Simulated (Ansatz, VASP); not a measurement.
## IrO2 in VASP and in Ansatz

```
Ir O
1.0
     4.52901    0.00000    0.00000
     0.00000    4.52901    0.00000
     0.00000    0.00000    3.17996
Ir O
2 4
Direct
  0.00000 0.00000 0.00000
  0.50000 0.50000 0.50000
  0.30842 0.30842 0.00000
  0.19158 0.80842 0.50000
  0.69158 0.69158 0.00000
  0.80842 0.19158 0.50000
```

Alike in both runs: task single point; functional PBE; k mesh 10 × 10 × 12; occupations gaussian, width 0.15 eV; no spin polarisation.

|  | VASP | Ansatz |
| --- | --- | --- |
| version | VASP 6.6.1 | Ansatz 0.2.0 |
| potentials or method | VASP PAW PBE potentials, release 64 (Ir, O), cutoff 600 eV | scalar-relativistic, plane waves, PAW |
| valence electrons in the cell | 42 | 58 |

VASP gave:

```
gap on the k mesh at the Fermi level (eV)                     : none
pressure (GPa)                                                : 2.1
traceless stress, the component that is largest in VASP (GPa) : 0.51
```

Which values does Ansatz return?

gap on the k mesh at the Fermi level (eV): none; pressure (GPa): 0.0; traceless stress, the component that is largest in VASP (GPa): -0.03.

A gap of «none» marks a metal or a gap that the smearing closes. With one functional, cell and mesh, what is left measures potentials, basis and numerics. VASP's potentials hold 42 valence electrons a cell and Ansatz's 58, so a difference there can come from the potentials and not from the codes.

Neither program's run includes spin-orbit coupling.
